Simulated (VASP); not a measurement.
# AlN in VASP: notebook

The runs below take AlN through single point, with LDA.

Program: VASP 6.6.1. These are calculated values, not measurements. Logs are shortened: lines on timing, memory, paths and dates and some standing lists are left out, and cuts for length are marked.

## (1) The cell of the first run

It takes space group P6_3mc (No. 186, hexagonal). Conventional cell: a = 3.114 Å, b = 3.114 Å, c = 4.985 Å, α = 90.00°, β = 90.00°, γ = 120.00°. Al (site symmetry 3m) has 4 N at 1.89 to 1.90 Å within 2.5 Å. N (site symmetry 3m) has 4 Al at 1.89 to 1.90 Å within 2.5 Å.

## (2) Single point, LDA

INCAR reads:

```
PREC = Accurate ; ENCUT = 520
EDIFF = 1E-7 ; ISMEAR = 0
SIGMA = 0.05 ; LREAL = False
LASPH = True ; NELM = 80
ALGO = Normal ; ISIF = 2
LWAVE = False ; LCHARG = False
GGA = CA ; NBANDS = 16
```

KPOINTS reads:

```
Automatic mesh
0
Gamma
  9 9 6
```

POSCAR reads:

```
AlN
1.0
    3.1143789636      0.0000000000      0.0000000000
   -1.5571894818      2.6971312995      0.0000000000
    0.0000000000      0.0000000000      4.9848021043
Al N
2 2
Direct
    0.3333333333      0.6666666667      0.0015212672
    0.6666666667      0.3333333333      0.5015212672
    0.3333333333      0.6666666667      0.3834787328
    0.6666666667      0.3333333333      0.8834787328
```

Potentials or basis: VASP PAW LDA potentials, release 64 (Al, N).

On the command line:

```bash
cat potpaw_LDA.64/Al/POTCAR potpaw_LDA.64/N/POTCAR > POTCAR
mpirun -np 1 vasp_std > vasp.out
```

OUTCAR:

```text
PREC = Accurate
   ENCUT = 520
   EDIFF = 1E-7
   ISMEAR = 0
   LREAL = False
   LASPH = True
   NELM = 80
   ISIF = 2
   GGA = CA

 ion  position               nearest neighbor table
   1  0.333  0.667  0.002-   4 1.89   4 1.89   4 1.89   3 1.90   2 3.07   2 3.07   2 3.07   2 3.07
                             2 3.07   2 3.07
   2  0.667  0.333  0.502-   3 1.89   3 1.89   3 1.89   4 1.90   1 3.07   1 3.07   1 3.07   1 3.07
                             1 3.07   1 3.07
   3  0.333  0.667  0.383-   2 1.89   2 1.89   2 1.89   1 1.90
   4  0.667  0.333  0.883-   1 1.89   1 1.89   1 1.89   2 1.90

  LATTYP: Found a hexagonal cell.
 ALAT       =     3.1143789636
 C/A-ratio  =     1.6005766037

  Lattice vectors:

 A1 = (   3.1143789636,   0.0000000000,   0.0000000000)
 A2 = (  -1.5571894818,   2.6971312995,   0.0000000000)
 A3 = (   0.0000000000,   0.0000000000,   4.9848021043)

Analysis of symmetry for initial positions (statically):
=====================================================================
 Subroutine PRICEL returns:
 Original cell was already a primitive cell.

 Routine SETGRP: Setting up the symmetry group for a
 hexagonal supercell.

 Subroutine GETGRP returns: Found 12 space group operations
 (whereof  6 operations were pure point group operations)
 out of a pool of 24 trial point group operations.

The static configuration has the point symmetry C_3v.
 The point group associated with its full space group is C_6v.

Analysis of symmetry for dynamics (positions and initial velocities):
=====================================================================
 Subroutine PRICEL returns:
 Original cell was already a primitive cell.

 Routine SETGRP: Setting up the symmetry group for a
 hexagonal supercell.

 Subroutine GETGRP returns: Found 12 space group operations
 (whereof  6 operations were pure point group operations)
 out of a pool of 24 trial point group operations.

The dynamic configuration has the point symmetry C_3v.
 The point group associated with its full space group is C_6v.

 Subroutine INISYM returns: Found 12 space group operations
 (whereof  6 operations are pure point group operations),
 and found     1 'primitive' translations

----------------------------------------------------------------------------------------

                                     Primitive cell

  volume of cell :      41.8718

  direct lattice vectors                    reciprocal lattice vectors
     3.114378964  0.000000000  0.000000000     0.321091303  0.185382150  0.000000000
    -1.557189482  2.697131300  0.000000000     0.000000000  0.370764301  0.000000000
     0.000000000  0.000000000  4.984802104     0.000000000  0.000000000  0.200609769

  length of vectors
     3.114378964  3.114378964  4.984802104     0.370764301  0.370764301  0.200609769

  position of ions in fractional coordinates (direct lattice)
     0.333333333  0.666666667  0.001521267
     0.666666667  0.333333333  0.501521267
     0.333333333  0.666666667  0.383478733
     0.666666667  0.333333333  0.883478733

  ion indices of the primitive-cell ions
   primitive index   ion index
                 1           1
                 2           2
                 3           3
                 4           4

----------------------------------------------------------------------------------------

 KPOINTS: Automatic mesh

Automatic generation of k-mesh.
 Grid dimensions read from file:
 generate k-points for:    9    9    6

 Generating k-lattice:

  Cartesian coordinates                     Fractional coordinates (reciprocal lattice)
     0.035676811  0.020598017  0.000000000     0.111111111 -0.000000000  0.000000000
     0.000000000  0.041196033  0.000000000     0.000000000  0.111111111  0.000000000
     0.000000000  0.000000000  0.033434962     0.000000000  0.000000000  0.166666667

  Length of vectors
     0.041196033  0.041196033  0.033434962

  Shift w.r.t. Gamma in fractional coordinates (k-lattice)
     0.000000000  0.000000000  0.000000000

 Subroutine IBZKPT returns following result:
 ===========================================

 Found     48 irreducible k-points:

 Following reciprocal coordinates:
            Coordinates               Weight
  0.000000  0.000000  0.000000      1.000000
  0.111111  0.000000  0.000000      6.000000
  0.222222  0.000000  0.000000      6.000000
  0.333333  0.000000  0.000000      6.000000
  0.444444  0.000000  0.000000      6.000000
  0.111111  0.111111  0.000000      6.000000
[... 16 lines left out ...]
  0.333333  0.222222  0.166667     24.000000
  0.333333  0.333333  0.166667      4.000000
 [... further k-points ...]
   k-points           NKPTS =     48   k-points in BZ     NKDIM =     48   number of bands    NBANDS=     16
   number of dos      NEDOS =    301   number of ions     NIONS =      4
   total plane-waves  NPLWV =  23040
   dimension x,y,z NGX =    24 NGY =   24 NGZ =   40
   dimension x,y,z NGXF=    48 NGYF=   48 NGZF=   80
[... 65 lines left out ...]
 cond. band min:      10.0744187556   @ k =   0.0000   0.0000   0.0000
 fundamental gap:      4.2026427768
 Fermi energy:         6.1357459611

 k-point     1 :       0.0000    0.0000    0.0000
  band No.  band energies     occupation
      1      -9.1484      2.00000
      2      -6.9342      2.00000
      3      -0.1682      2.00000
      4       4.9945      2.00000
      5       4.9945      2.00000
      6       5.6501      2.00000
[... 8 lines left out ...]
     15      18.7591      0.00000
     16      18.7591      0.00000

 k-point     2 :       0.1111    0.0000    0.0000
  band No.  band energies     occupation
      1      -8.9889      2.00000
      2      -6.8435      2.00000
      3       0.0188      2.00000
      4       4.2851      2.00000
      5       4.7948      2.00000
      6       4.9780      2.00000
[... 8 lines left out ...]
     15      18.6363      0.00000
     16      18.7932      0.00000

 k-point     3 :       0.2222    0.0000    0.0000
  band No.  band energies     occupation
      1      -8.5350      2.00000
      2      -6.6158      2.00000
      3       0.5622      2.00000
      4       2.7774      2.00000
      5       3.7215      2.00000
      6       4.3851      2.00000
[... 8 lines left out ...]
     15      17.8038      0.00000
     16      18.5916      0.00000

 k-point     4 :       0.3333    0.0000    0.0000
  band No.  band energies     occupation
      1      -7.8770      2.00000
      2      -6.3950      2.00000
      3       1.3258      2.00000
      4       1.4086      2.00000
      5       2.5321      2.00000
      6       4.0046      2.00000
[... 8 lines left out ...]
     15      17.7440      0.00000
     16      20.0128      0.00000

 k-point     5 :       0.4444    0.0000    0.0000
  band No.  band energies     occupation
      1      -7.2475      2.00000
      2      -6.3761      2.00000
      3       0.4904      2.00000
      4       1.7744      2.00000
      5       2.2990      2.00000
      6       3.7861      2.00000
[... 8 lines left out ...]
     15      18.3759      0.00000
     16      20.7631      0.00000

 k-point     6 :       0.1111    0.1111    0.0000
  band No.  band energies     occupation
      1      -8.6817      2.00000
      2      -6.6836      2.00000
      3       0.3845      2.00000
      4       3.4466      2.00000
      5       3.6865      2.00000
      6       4.7303      2.00000
[... 8 lines left out ...]
     15      18.0852      0.00000
     16      18.8425      0.00000
[... 267 lines left out ...]
 k-point    21 :       0.4444    0.1111    0.1667
  band No.  band energies     occupation
      1      -6.9975      2.00000
      2      -6.4319      2.00000
      3       0.3618      2.00000
      4       1.3958      2.00000
      5       2.8107      2.00000
      6       3.5348      2.00000
[... 8 lines left out ...]
     15      18.3762      0.00000
     16      20.6171      0.00000

 k-point    22 :       0.2222    0.2222    0.1667
  band No.  band energies     occupation
      1      -7.4569      2.00000
      2      -6.4096      2.00000
      3       1.2341      2.00000
      4       1.4940      2.00000
      5       2.7530      2.00000
      6       3.1815      2.00000
[... 8 lines left out ...]
     15      17.8933      0.00000
     16      20.5855      0.00000

 k-point    23 :       0.3333    0.2222    0.1667
  band No.  band energies     occupation
      1      -6.9162      2.00000
      2      -6.4002      2.00000
      3       0.8290      2.00000
      4       1.5152      2.00000
      5       2.3298      2.00000
      6       3.3566      2.00000
[... 8 lines left out ...]
     15      18.4396      0.00000
     16      20.4373      0.00000

 k-point    24 :       0.3333    0.3333    0.1667
  band No.  band energies     occupation
      1      -6.5598      2.00000
      2      -6.5598      2.00000
      3       1.1184      2.00000
      4       1.6574      2.00000
      5       1.6574      2.00000
      6       3.1486      2.00000
[... 8 lines left out ...]
     15      18.7368      0.00000
     16      20.6933      0.00000

 [... further k-points ...]
[... 5 lines left out ...]
  --------------------------------------------------------------------------------------
  -------------------------------------------------------------------------------------
  Total       -1.1897044     -1.1897044     -1.1091836      0.0000000      0.0000000     -0.0000000
  in kB      -45.5227183    -45.5227183    -42.4416798      0.0000000      0.0000000     -0.0000000
  external PRESSURE =     -44.4957055 kB  Pullay stress =       0.0000000 kB

 VOLUME and BASIS-vectors are now :
 -----------------------------------------------------------------------------
  energy-cutoff  :      520.00
  volume of cell :       41.87
      direct lattice vectors                 reciprocal lattice vectors
     3.114378964  0.000000000  0.000000000     0.321091303  0.185382150  0.000000000
    -1.557189482  2.697131300  0.000000000     0.000000000  0.370764301  0.000000000
     0.000000000  0.000000000  4.984802104     0.000000000  0.000000000  0.200609769

 POSITION                                       TOTAL-FORCE (eV/Angst)
 -----------------------------------------------------------------------------------
     -0.00000      1.79809      0.00758        -0.000000     -0.000000      0.009554
      1.55719      0.89904      2.49998         0.000000      0.000000      0.009554
     -0.00000      1.79809      1.91157        -0.000000      0.000000     -0.009554
      1.55719      0.89904      4.40397         0.000000      0.000000     -0.009554
 -----------------------------------------------------------------------------------
    total drift:                               -0.000000      0.000000      0.000672

  FREE ENERGIE OF THE ION-ELECTRON SYSTEM (eV)
  ---------------------------------------------------
  free  energy   TOTEN  =       -32.8290411303 eV

  energy  without entropy=      -32.8290411303  energy(sigma->0) =      -32.82904113
```

Wall time 12 s (1 thread of Intel Xeon 6975P-C (Granite Rapids), shared host); peak memory 0.15 GiB.

Results:

| Property | Result |
| --- | --- |
| Free energy | -32.8290 eV |
| Pressure | -4.4 GPa |
| Largest force | 0.010 eV/Å |
| Band gap on the k mesh | 4.20 eV, direct |

Forces on the atoms (eV/Å):
```
Al   0.000  0.000  0.010
Al   0.000  0.000  0.010
N    0.000  0.000 -0.010
N    0.000  0.000 -0.010
```

Stress tensor (GPa, compression positive):
```
-4.55  0.00  0.00
 0.00 -4.55  0.00
 0.00  0.00 -4.24
```

A k mesh can miss the band edges.

## (3) Single point, LDA

This run uses another cell than the first one, of 10.73 Å³/atom, 1.025 times its volume.

INCAR reads:

```
SYSTEM = AlN
  PREC = Accurate
  ENCUT = 520
  EDIFF = 1E-6
  ISMEAR = 0
  SIGMA = 0.05
  LREAL = .False.
  LASPH = .True.
  NELM = 80
  ALGO = Normal
  ISIF = 2
  LWAVE = .False.
  LCHARG = .False.
  NBANDS = 16
```

KPOINTS reads:

```
Automatic mesh
0
Gamma
  9 9 6
  0 0 0
```

POSCAR reads:

```
AlN
1.0
    3.1403243997      0.0000000000      0.0000000000
   -1.5701621999      2.7196007063      0.0000000000
    0.0000000000      0.0000000000      5.0263297624
Al N
2 2
Direct
    0.3333333333      0.6666666667      0.0015212672
    0.6666666667      0.3333333333      0.5015212672
    0.3333333333      0.6666666667      0.3834787328
    0.6666666667      0.3333333333      0.8834787328
```

Potentials or basis: VASP PAW LDA potentials, release 64 (Al, N).

On the command line:

```bash
cat potpaw_LDA.64/Al/POTCAR potpaw_LDA.64/N/POTCAR > POTCAR
mpirun -np 1 vasp_std > vasp.out
```

It took 10 s on 1 thread of Intel Xeon 6975P-C (Granite Rapids), shared host; peak memory 0.15 GiB.

Results (log left out):

```
Free energy            : -32.7848 eV
Pressure               : -9.1 GPa
Largest force          : 0.019 eV/Å
Band gap on the k mesh : 3.98 eV, direct
```

Forces on the atoms (eV/Å):
```
Al   0.000  0.000  0.019
Al   0.000  0.000  0.019
N    0.000  0.000 -0.019
N    0.000  0.000 -0.019
```

Stress tensor (GPa, compression positive):
```
-9.29  0.00  0.00
 0.00 -9.29  0.00
 0.00  0.00 -8.67
```

Levels at points of the mesh, in eV from the valence-band top:
| k point | band 6 | band 7 | band 8 | band 9 | band 10 | band 11 |
| --- | --- | --- | --- | --- | --- | --- |
| (0.00, 0.00, 0.00) | -0.22 | -0.22 | 0.00 | 3.98 | 6.30 | 10.26 |
| (0.00, 0.00, 0.50) | -0.55 | -0.55 | -0.55 | 6.18 | 6.18 | 9.92 |

A k mesh can miss the band edges. LDA gaps usually lie below the measured ones, often by a third to a half.

## (4) Single point, LDA

This run uses another cell than the first one, of 11.00 Å³/atom, 1.051 times its volume.

INCAR reads:

```
  PREC = Accurate
  ENCUT = 520
  EDIFF = 1E-7
  ISMEAR = 0
  SIGMA = 0.05
  LREAL = False
  LASPH = True
  NELM = 80
  ALGO = Normal
  ISIF = 2
  LWAVE = False
  LCHARG = False
  NBANDS = 16
```

KPOINTS reads:

```
Automatic mesh
0
Gamma
  9 9 6
```

POSCAR reads:

```
AlN
1.0
    3.1659609617      0.0000000000      0.0000000000
   -1.5829804808      2.7418026202      0.0000000000
    0.0000000000      0.0000000000      5.0673630437
Al N
2 2
Direct
    0.3333333333      0.6666666667      0.0015212672
    0.6666666667      0.3333333333      0.5015212672
    0.3333333333      0.6666666667      0.3834787328
    0.6666666667      0.3333333333      0.8834787328
```

On the command line:

```bash
cat potpaw_LDA.64/Al/POTCAR potpaw_LDA.64/N/POTCAR > POTCAR
mpirun -np 1 vasp_std > vasp.out
```

Wall time 11 s (1 thread of Intel Xeon 6975P-C (Granite Rapids), shared host); peak memory 0.15 GiB.

It converged, with:

| Property | Result |
| --- | --- |
| Free energy | -32.7118 eV |
| Pressure | -13.1 GPa |
| Largest force | 0.028 eV/Å |
| Band gap on the k mesh | 3.77 eV, direct |

Forces in eV/Å, atoms in the order of the input:
```
Al   0.000  0.000  0.028
Al   0.000  0.000  0.028
N    0.000  0.000 -0.028
N    0.000  0.000 -0.028
```

Stress tensor (GPa, compression positive):
```
-13.43   0.00   0.00
  0.00 -13.43   0.00
  0.00   0.00 -12.53
```

Levels at points of the mesh, in eV from the valence-band top:
```
           k point  band 4  band 5  band 6  band 7  band 8  band 9  band 10  band 11  band 12  band 13
(0.00, 0.00, 0.00)   -0.85   -0.85   -0.21   -0.21    0.00    3.77     6.09    10.06    10.57    10.57
(0.00, 0.00, 0.50)   -3.25   -0.54   -0.54   -0.54   -0.54    5.97     5.97     9.72     9.72    10.89
```

## (5) Single point, LDA

This run uses another cell than the first one, of 9.46 Å³/atom, 0.904 times its volume.

INCAR reads:

```
SYSTEM = AlN
PREC = Accurate
ENCUT = 520
EDIFF = 1E-6
ISMEAR = 0
SIGMA = 0.05
LREAL = .False.
LASPH = .True.
NELM = 80
ALGO = Normal
ISIF = 2
LWAVE = .False.
LCHARG = .True.
GGA = CA
LELF = .True.
LVHAR = .True.
NBANDS = 16
```

KPOINTS reads:

```
Automatic mesh
0
Gamma
  9 9 6
  0 0 0
```

POSCAR reads:

```
AlN
1.0
    3.0115238416      0.0000000000      0.0000000000
   -1.5057619208      2.6080561509      0.0000000000
    0.0000000000      0.0000000000      4.8201746025
Al N
2 2
Direct
    0.3365483715      0.6730967429      0.0015212672
    0.6634516285      0.3269032571      0.5015212672
    0.3304644511      0.6609289023      0.3834787328
    0.6695355489      0.3390710977      0.8834787328
```

On the command line:

```bash
cat potpaw_LDA.64/Al/POTCAR potpaw_LDA.64/N/POTCAR > POTCAR
mpirun -np 1 vasp_std > vasp.out
```

Wall time 18 s (1 thread of Intel Xeon 6975P-C (Granite Rapids), shared host); peak memory 0.16 GiB.

Results (log left out):

```yaml
Free_energy: -32.6601 eV
Pressure: 19.5 GPa
Largest_force: 0.107 eV/Å
Band_gap_on_the_k_mesh: 4.92 eV, indirect (least direct gap 5.12 eV)
```

Forces in eV/Å, atoms in the order of the input:
```
Al   0.000 -0.101 -0.033
Al   0.000  0.101 -0.033
N    0.000  0.033  0.033
N    0.000 -0.033  0.033
```

Stress tensor (GPa, compression positive):
```
19.93  0.00  0.00
 0.00 19.91  0.00
 0.00  0.00 18.54
```

Levels at points of the mesh, in eV from the valence-band top:
```csv
k point,band 5,band 6,band 7,band 8,band 9,band 10,band 11,band 12
"(0.00, 0.00, 0.00)",-0.91,-0.28,-0.22,0.00,5.12,7.41,11.28,11.58
"(0.00, 0.00, 0.50)",-0.60,-0.60,-0.59,-0.59,7.28,7.28,10.95,10.95
```

A k mesh can miss the band edges.

## (6) Summary

```csv
cell,gap on the mesh (eV),pressure (GPa),largest force (eV/Å)
"a = 3.114, b = 3.114, c = 4.985 Å, angles 90.0, 90.0, 120.0°, 4 atoms",4.20,-4.4,0.01
"a = 3.140, b = 3.140, c = 5.026 Å, angles 90.0, 90.0, 120.0°, 4 atoms",3.98,-9.1,0.02
"a = 3.166, b = 3.166, c = 5.067 Å, angles 90.0, 90.0, 120.0°, 4 atoms",3.77,-13.1,0.03
"a = 3.012, b = 3.012, c = 4.820 Å, angles 90.0, 90.0, 120.0°, 4 atoms",4.92,19.5,0.11
```

Alike in all rows: task single point; level LDA; potentials or basis VASP PAW LDA potentials, release 64 (Al, N); no spin polarisation; k mesh 9 × 9 × 6; cutoff (eV) 520; smearing gaussian 0.05 eV.

Total energies depend on the potentials used, so only differences within one code and one set of settings carry meaning.
